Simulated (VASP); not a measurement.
# ZnO (P6_3mc) in VASP: further runs

ZnO is run at these levels: r2SCAN, PBE; tasks: single point.

Program: VASP 6.6.1. These are calculated values, not measurements. Logs are shortened: lines on timing, memory, paths and dates and some standing lists are left out, and cuts for length are marked.

## Step 1: The cell of the first run

The structure is hexagonal, space group P6_3mc (No. 186). Conventional cell: a = 3.235 Å, b = 3.235 Å, c = 5.211 Å, α = 90.00°, β = 90.00°, γ = 120.00°. Zn (site symmetry 3m) has 4 O at 1.97 to 1.98 Å within 2.6 Å. Within 2.6 Å of O (site symmetry 3m) lie 4 Zn at 1.97 to 1.98 Å.

## Step 2: Single point, r2SCAN

The input, POSCAR:

```
ZnO
1.0
    3.2353408614      0.0000000000      0.0000000000
   -1.6176704307      2.8018873759      0.0000000000
    0.0000000000      0.0000000000      5.2109518227
Zn O
2 2
Direct
    0.3333333333      0.6666666667     -0.0023477534
    0.6666666667      0.3333333333      0.4976522466
    0.3333333333      0.6666666667      0.3773477534
    0.6666666667      0.3333333333      0.8773477534
```

The input, INCAR.step1:

```
PREC = Accurate
ENCUT = 1480
ISMEAR = 0
SIGMA = 0.01
LREAL = False
LASPH = True
NELM = 120
NBANDS = 26
GGA = PE
ALGO = Normal
EDIFF = 1E-5
LWAVE = True
LCHARG = False
GGA_COMPAT = False
```

The input, INCAR.step2:

```
PREC = Accurate
ENCUT = 1480
EDIFF = 1E-6
ISMEAR = 0
SIGMA = 0.01
LREAL = False
LASPH = True
NELM = 120
ALGO = Normal
ISIF = 2
LWAVE = False
LCHARG = False
METAGGA = R2SCAN
LMIXTAU = True
NBANDS = 26
ISTART = 1
GGA_COMPAT = False
```

The input, KPOINTS:

```
Automatic mesh
0
Gamma
  9 9 4
```

Potentials or basis: VASP PAW PBE potentials, release 64 (Zn, O_h).

The run is started by

```sh
$ cat potpaw_PBE.64/Zn/POTCAR potpaw_PBE.64/O_h/POTCAR > POTCAR
$ cp INCAR.step1 INCAR
$ mpirun -np 1 vasp_std > vasp.out
$ cp INCAR.step2 INCAR
$ mpirun -np 1 vasp_std > vasp.out
```

OUTCAR:

```text
PREC = Accurate
   ENCUT = 1480
   EDIFF = 1E-6
   ISMEAR = 0
   LREAL = False
   LASPH = True
   NELM = 120
   ISIF = 2
   METAGGA = R2SCAN
   ISTART = 1

 ion  position               nearest neighbor table
   1  0.333  0.667  0.998-   4 1.97   4 1.97   4 1.97   3 1.98
   2  0.667  0.333  0.498-   3 1.97   3 1.97   3 1.97   4 1.98
   3  0.333  0.667  0.377-   2 1.97   2 1.97   2 1.97   1 1.98
   4  0.667  0.333  0.877-   1 1.97   1 1.97   1 1.97   2 1.98

  LATTYP: Found a hexagonal cell.
 ALAT       =     3.2353408614
 C/A-ratio  =     1.6106345655

  Lattice vectors:

 A1 = (   3.2353408614,   0.0000000000,   0.0000000000)
 A2 = (  -1.6176704307,   2.8018873759,   0.0000000000)
 A3 = (   0.0000000000,   0.0000000000,   5.2109518227)

Analysis of symmetry for initial positions (statically):
=====================================================================
 Subroutine PRICEL returns:
 Original cell was already a primitive cell.

 Routine SETGRP: Setting up the symmetry group for a
 hexagonal supercell.

 Subroutine GETGRP returns: Found 12 space group operations
 (whereof  6 operations were pure point group operations)
 out of a pool of 24 trial point group operations.

The static configuration has the point symmetry C_3v.
 The point group associated with its full space group is C_6v.

Analysis of symmetry for dynamics (positions and initial velocities):
=====================================================================
 Subroutine PRICEL returns:
 Original cell was already a primitive cell.

 Routine SETGRP: Setting up the symmetry group for a
 hexagonal supercell.

 Subroutine GETGRP returns: Found 12 space group operations
 (whereof  6 operations were pure point group operations)
 out of a pool of 24 trial point group operations.

The dynamic configuration has the point symmetry C_3v.
 The point group associated with its full space group is C_6v.

 Subroutine INISYM returns: Found 12 space group operations
 (whereof  6 operations are pure point group operations),
 and found     1 'primitive' translations

----------------------------------------------------------------------------------------

                                     Primitive cell

  volume of cell :      47.2376

  direct lattice vectors                    reciprocal lattice vectors
     3.235340861  0.000000000  0.000000000     0.309086443  0.178451141  0.000000000
    -1.617670431  2.801887376  0.000000000     0.000000000  0.356902283  0.000000000
     0.000000000  0.000000000  5.210951823     0.000000000  0.000000000  0.191903521

  length of vectors
     3.235340861  3.235340861  5.210951823     0.356902283  0.356902283  0.191903521

  position of ions in fractional coordinates (direct lattice)
     0.333333333  0.666666667  0.997652247
     0.666666667  0.333333333  0.497652247
     0.333333333  0.666666667  0.377347753
     0.666666667  0.333333333  0.877347753

  ion indices of the primitive-cell ions
   primitive index   ion index
                 1           1
                 2           2
                 3           3
                 4           4

----------------------------------------------------------------------------------------

 KPOINTS: Automatic mesh

Automatic generation of k-mesh.
 Grid dimensions read from file:
 generate k-points for:    9    9    4

 Generating k-lattice:

  Cartesian coordinates                     Fractional coordinates (reciprocal lattice)
     0.034342938  0.019827905  0.000000000     0.111111111  0.000000000  0.000000000
     0.000000000  0.039655809  0.000000000     0.000000000  0.111111111  0.000000000
     0.000000000  0.000000000  0.047975880     0.000000000  0.000000000  0.250000000

  Length of vectors
     0.039655809  0.039655809  0.047975880

  Shift w.r.t. Gamma in fractional coordinates (k-lattice)
     0.000000000  0.000000000  0.000000000

 Subroutine IBZKPT returns following result:
 ===========================================

 Found     36 irreducible k-points:

 Following reciprocal coordinates:
            Coordinates               Weight
  0.000000  0.000000  0.000000      1.000000
  0.111111 -0.000000  0.000000      6.000000
  0.222222 -0.000000  0.000000      6.000000
  0.333333  0.000000  0.000000      6.000000
  0.444444 -0.000000  0.000000      6.000000
  0.111111  0.111111  0.000000      6.000000
[... 16 lines left out ...]
  0.333333  0.222222  0.250000     24.000000
  0.333333  0.333333  0.250000      4.000000
 [... further k-points ...]
   k-points           NKPTS =     36   k-points in BZ     NKDIM =     36   number of bands    NBANDS=     26
   number of dos      NEDOS =    301   number of ions     NIONS =      4
   total plane-waves  NPLWV = 123480
   dimension x,y,z NGX =    42 NGY =   42 NGZ =   70
   dimension x,y,z NGXF=    84 NGYF=   84 NGZF=  140
   ions per type =               2   2
   NGX,Y,Z   is equivalent  to a cutoff of  21.58, 21.58, 22.33 a.u.
   NGXF,Y,Z  is equivalent  to a cutoff of  43.16, 43.16, 44.66 a.u.
 SYSTEM =  unknown system
   PREC   = accura    normal or accurate (medium, high low for compatibility)
   ISTART =      1    job   : 0-new  1-cont  2-samecut
   ICHARG =      0    charge: 1-file 2-atom 10-const
   ISPIN  =      1    spin polarized calculation?
   LNONCOLLINEAR =      F non collinear calculations
   LSORBIT =      F    spin-orbit coupling
   LASPH  =      T    aspherical Exc in radial PAW
   ENCUT  = 1480.0 eV 108.78 Ry   10.43 a.u.  10.15 10.15 16.35*2*pi/ulx,y,z
   NELM   =    120;   NELMIN=  2; NELMDL=  0     # of ELM steps
   EDIFF  = 0.1E-05   stopping-criterion for ELM
   LREAL  =      F    real-space projection
   EDIFFG = 0.1E-04   stopping-criterion for IOM
   NSW    =      0    number of steps for IOM
   IBRION =     -1    ionic relax: 0-MD 1-quasi-New 2-CG
   NFREE  =      0    steps in history (QN), initial steepest desc. (CG)
   ISIF   =      2    stress and relaxation
   ISYM   =      2    0-nonsym 1-usesym 2-fastsym
   POTIM  = 0.5000    time-step for ionic-motion
   TEBEG  =    0.0;   TEEND  =   0.0 temperature during run
   PSTRESS=    0.0 pullay stress
   NELECT =      36.0000    total number of electrons
   NUPDOWN=      -1.0000    fix difference up-down
   EMIN   =  10.00;   EMAX   =-10.00  energy-range for DOS
   EFERMI =   0.00;   METHOD = LEGACY
   ISMEAR =     0;   SIGMA  =   0.01  broadening in eV -4-tet -1-fermi 0-gaus
   EFERMI_NEDOS =   21; number of points for ismear=-14 and -15
   IALGO  =     38    algorithm
   IMIX   =      4    mixing-type and parameters
     AMIX     =   0.40;   BMIX     =  1.00
     AMIX_MAG =   1.60;   BMIX_MAG =  1.00
  volume/ion in A,a.u.               =      11.81        79.69
  Fermi-wavevector in a.u.,A,eV,Ry     =   1.495362  2.825825 30.424099  2.236108
  Thomas-Fermi vector in A             =   2.607517
   LORBIT       =      0    0 simple, 1 ext, 2 COOP (PROOUT), +10 PAW based schemes
   METAGGA = R2SCAN    functional components
   LHFCALC =     F    Hartree Fock is set to
   AEXX    =    0.0000 exact exchange contribution
   IVDW    =     0    specifies the selected vdW correction
   LEPSILON=     F    determine dielectric tensor
   LRPA    =     F    only Hartree local field effects (RPA)
 non-spin polarized calculation
 Gauss-broadening in eV      SIGMA  =   0.01
  energy-cutoff  :     1480.00
  volume of cell :       47.24
 maximum number of plane-waves:      6132
 NGX is ok and might be reduce to    42
   NGX = 21   NGY = 21   NGZ = 33

 number of electron      36.0000000 magnetization

 Free energy of the ion-electron system (eV)
  ---------------------------------------------------
  ext. energy  EPLUGINS =         0.00000000
  ---------------------------------------------------
  free energy    TOTEN  =       -36.34794176 eV

  energy without entropy =      -36.34794176  energy(sigma->0) =      -36.34794176

 E-fermi :   1.3286     XC(G=0): -11.7089

 val. band max:        1.2400391984   @ k =   0.0000   0.0000   0.0000
 cond. band min:       2.4772869982   @ k =   0.0000   0.0000   0.0000
 fundamental gap:      1.2372477998
 Fermi energy:         1.3286259210

 k-point     1 :       0.0000    0.0000    0.0000
  band No.  band energies     occupation
      1     -17.9028      2.00000
      2     -17.2071      2.00000
      3      -4.6154      2.00000
      4      -4.6154      2.00000
      5      -4.5584      2.00000
      6      -4.5097      2.00000
[... 18 lines left out ...]
     25      16.3693      0.00000
     26      16.3693      0.00000

 k-point     2 :       0.1111   -0.0000    0.0000
  band No.  band energies     occupation
      1     -17.8374      2.00000
      2     -17.1782      2.00000
      3      -4.6887      2.00000
      4      -4.5743      2.00000
      5      -4.5169      2.00000
      6      -4.4468      2.00000
[... 18 lines left out ...]
     25      16.3644      0.00000
     26      16.5231      0.00000

 k-point     3 :       0.2222   -0.0000    0.0000
  band No.  band energies     occupation
      1     -17.6634      2.00000
      2     -17.1089      2.00000
      3      -4.8300      2.00000
      4      -4.5046      2.00000
      5      -4.4766      2.00000
      6      -4.3608      2.00000
[... 18 lines left out ...]
     25      15.4779      0.00000
     26      16.4493      0.00000

 k-point     4 :       0.3333    0.0000    0.0000
  band No.  band energies     occupation
      1     -17.4431      2.00000
      2     -17.0446      2.00000
      3      -4.9031      2.00000
      4      -4.5463      2.00000
      5      -4.3843      2.00000
      6      -4.1783      2.00000
[... 18 lines left out ...]
     25      15.5197      0.00000
     26      16.2883      0.00000
[... 496 lines left out ...]
      1     -17.2881      2.00000
      2     -17.0682      2.00000
      3      -4.7752      2.00000
      4      -4.6998      2.00000
      5      -4.2983      2.00000
      6      -4.2742      2.00000
[... 18 lines left out ...]
     25      14.2787      0.00000
     26      17.6001      0.00000

 k-point    23 :       0.3333    0.2222    0.2500
  band No.  band energies     occupation
      1     -17.1583      2.00000
      2     -17.0499      2.00000
      3      -4.6959      2.00000
      4      -4.5463      2.00000
      5      -4.3473      2.00000
      6      -4.1360      2.00000
[... 18 lines left out ...]
     25      15.1009      0.00000
     26      16.7448      0.00000

 k-point    24 :       0.3333    0.3333    0.2500
  band No.  band energies     occupation
      1     -17.0788      2.00000
      2     -17.0788      2.00000
      3      -4.5758      2.00000
      4      -4.4181      2.00000
      5      -4.4181      2.00000
      6      -4.0897      2.00000
[... 18 lines left out ...]
     25      15.6955      0.00000
     26      17.1635      0.00000

 [... further k-points ...]

------------------------ aborting loop because EDIFF is reached ----------------------------------------

  FORCE on cell =-STRESS in cart. coord.  units (eV):
  Direction    XX          YY          ZZ          XY          YZ          ZX
  --------------------------------------------------------------------------------------
  -------------------------------------------------------------------------------------
  Total        0.3059569      0.3059569      0.3100253      0.0000000      0.0000000      0.0000000
  in kB       10.3772698     10.3772698     10.5152582      0.0000000      0.0000000      0.0000000
  external PRESSURE =      10.4232659 kB  Pullay stress =       0.0000000 kB

 VOLUME and BASIS-vectors are now :
 -----------------------------------------------------------------------------
  energy-cutoff  :     1480.00
  volume of cell :       47.24
      direct lattice vectors                 reciprocal lattice vectors
     3.235340861  0.000000000  0.000000000     0.309086443  0.178451141  0.000000000
    -1.617670431  2.801887376  0.000000000     0.000000000  0.356902283  0.000000000
     0.000000000  0.000000000  5.210951823     0.000000000  0.000000000  0.191903521

 POSITION                                       TOTAL-FORCE (eV/Angst)
 -----------------------------------------------------------------------------------
     -0.00000      1.86792      5.19872        -0.000000      0.000000      0.001612
      1.61767      0.93396      2.59324         0.000000     -0.000000      0.001612
     -0.00000      1.86792      1.96634        -0.000000      0.000000     -0.001612
      1.61767      0.93396      4.57182        -0.000000      0.000000     -0.001612
 -----------------------------------------------------------------------------------
    total drift:                               -0.000000      0.000000     -0.003782

  FREE ENERGIE OF THE ION-ELECTRON SYSTEM (eV)
  ---------------------------------------------------
  free  energy   TOTEN  =       -36.3479417630 eV

  energy  without entropy=      -36.3479417630  energy(sigma->0) =      -36.34794176
```

Wall time 8.9 min (1 thread of Intel Xeon Platinum 8488C (Sapphire Rapids), shared host); peak memory 0.5 GiB.

Results:

```
Free energy            : -36.3479 eV
Pressure               : 1.0 GPa
Band gap on the k mesh : 1.24 eV
```

Caveat: the PAW data sets were made with another functional, which shifts forces and pressure a little.

## Step 3: Single point, PBE (11.59 Å³/atom)

This run uses another cell than the first one, of 11.59 Å³/atom.

The input, INCAR:

```
SYSTEM = ZnO
PREC = Accurate
ENCUT = 1340
EDIFF = 1E-6
ISMEAR = 0
SIGMA = 0.01
LREAL = .FALSE.
LASPH = .TRUE.
NELM = 120
ALGO = Normal
ISIF = 2
LWAVE = .FALSE.
LCHARG = .FALSE.
GGA = PE
NBANDS = 26
GGA_COMPAT = .FALSE.
```

The input, KPOINTS:

```
regular mesh
0
G
  9 9 4
  0 0 0
```

The input, POSCAR:

```
ZnO
1.0
    3.2124436392      0.0000000000      0.0000000000
   -1.6062218196      2.7820577997      0.0000000000
    0.0000000000      0.0000000000      5.1858382946
Zn O
2 2
Direct
    0.3333333333      0.6666666667     -0.0020276137
    0.6666666667      0.3333333333      0.4979723863
    0.3333333333      0.6666666667      0.3770276137
    0.6666666667      0.3333333333      0.8770276137
```

Potentials or basis: VASP PAW PBE potentials, release 64 (Zn, O_h).

The run is started by

```sh
$ cat potpaw_PBE.64/Zn/POTCAR potpaw_PBE.64/O_h/POTCAR > POTCAR
$ mpirun -np 1 vasp_std > vasp.out
```

Wall time 68 s (1 thread of Intel Xeon 6975P-C (Granite Rapids), shared host); peak memory 0.39 GiB.

The run converged. Its results:

```yaml
Free_energy: -17.7744 eV
Pressure: 10.2 GPa
Largest_force: 0.005 eV/Å
Band_gap_on_the_k_mesh: 0.82 eV
```

Forces in eV/Å, atoms in the order of the input:
```
Zn   0.000  0.000  0.005
Zn   0.000  0.000  0.005
O    0.000  0.000 -0.005
O    0.000  0.000 -0.005
```

Stress tensor (GPa, compression positive):
```
10.21  0.00  0.00
 0.00 10.21  0.00
 0.00  0.00 10.10
```

Levels at points of the mesh, in eV from the valence-band top:
| k point | band 14 | band 15 | band 16 | band 17 | band 18 | band 19 | band 20 | band 21 | band 22 | band 23 |
| --- | --- | --- | --- | --- | --- | --- | --- | --- | --- | --- |
| (0.00, 0.00, 0.00) | -0.82 | -0.82 | -0.10 | 0.00 | 0.00 | 0.82 | 5.33 | 8.28 | 13.05 | 13.05 |
| (0.00, 0.00, 0.50) | -2.27 | -0.41 | -0.41 | -0.41 | -0.41 | 3.51 | 3.51 | 10.17 | 10.17 | 13.34 |

Caveat: the cell stands under pressure.
